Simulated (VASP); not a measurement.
A run of VASP 6.6.1:

The input INCAR:

```
SYSTEM = Ag
ALGO = Normal ; EDIFF = 1E-6
ENCUT = 520 ; GGA = PS
ISIF = 2 ; ISMEAR = 0
LASPH = .True. ; LCHARG = .True.
LELF = .True. ; LREAL = .False.
LVHAR = .True. ; LWAVE = .False.
NBANDS = 12 ; NELM = 80
PREC = Accurate ; SIGMA = 0.15
```

Contents of KPOINTS:

```
k-points
0
Gamma
  26 26 26
  0 0 0
```

File POSCAR:

```
Ag
1.0
   -1.6125573273      1.6125573273      1.6125573273
    1.6125573273     -1.6125573273      1.6125573273
    1.6125573273      1.6125573273     -1.6125573273
Ag
1
Direct
    0.0000000000      0.0000000000      0.0000000000
```

Potentials or basis: VASP PAW PBE potentials, release 64 (Ag).

The run is started by

```console
$ cat potpaw_PBE.64/Ag/POTCAR > POTCAR
$ mpirun -np 1 vasp_std > vasp.out
```

Hardware: 1 thread of AMD EPYC 7R43 64-Core Processor (Zen 3), with other jobs on the host.

Problem. Estimate the wall time of this run.

Solution. It took 91 s on 1 thread of AMD EPYC 7R43 64-Core Processor (Zen 3), on a shared host, peak memory 0.19 GiB. Counts: scf iterations 11, k points 511.
